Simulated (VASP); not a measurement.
Crystal: Ge.

```
Ge
1.0
     2.67028    0.00000    0.00000
     0.00000    2.67028    0.00000
     0.00000    0.00000    2.86219
Ge
1
Cartesian
  1.3351 1.3351 0.0000
```

- Program: VASP 6.6.1
- Task: relaxation of cell and atoms
- Functional: PBE
- Potentials or basis: VASP PAW PBE potentials, release 64 (Ge_d)
- Cutoff: 600 eV
- k mesh: 6 × 6 × 6
- Occupations: gaussian, width 0.1 eV
- Spin: no spin polarisation

At the start: pressure -1.5 GPa; volume 20.41 Å³/atom.

Question: Where does the relaxation end?

Answer: Over 5 steps the energy falls by 28.6 meV/atom and the volume is 19.87 Å³/atom (-2.7 %); space group Pm-3m (No. 221, to 0.05 Å).

The path:
| step | energy change (eV) | largest force (eV/Å) | pressure (GPa) | volume (Å³) |
| --- | --- | --- | --- | --- |
| 1 | 0.0000 | 0.0000 | -1.48 | 20.41 |
| 2 | -0.0282 | 0.0000 | 0.13 | 19.84 |
| 3 | -0.0285 | 0.0000 | 0.33 | 19.79 |
| 4 | -0.0286 | 0.0000 | -0.44 | 19.90 |
| 5 | -0.0286 | 0.0000 | 0.07 | 19.87 |

Final structure:
```
CELL_PARAMETERS angstrom
2.69860 0.00000 0.00000
0.00000 2.69860 0.00000
0.00000 0.00000 2.72784
ATOMIC_POSITIONS crystal
Ge 0.50000 0.50000 0.00000
```

Caveat: the k points lie up to 0.39 Å⁻¹ apart in the final cell.
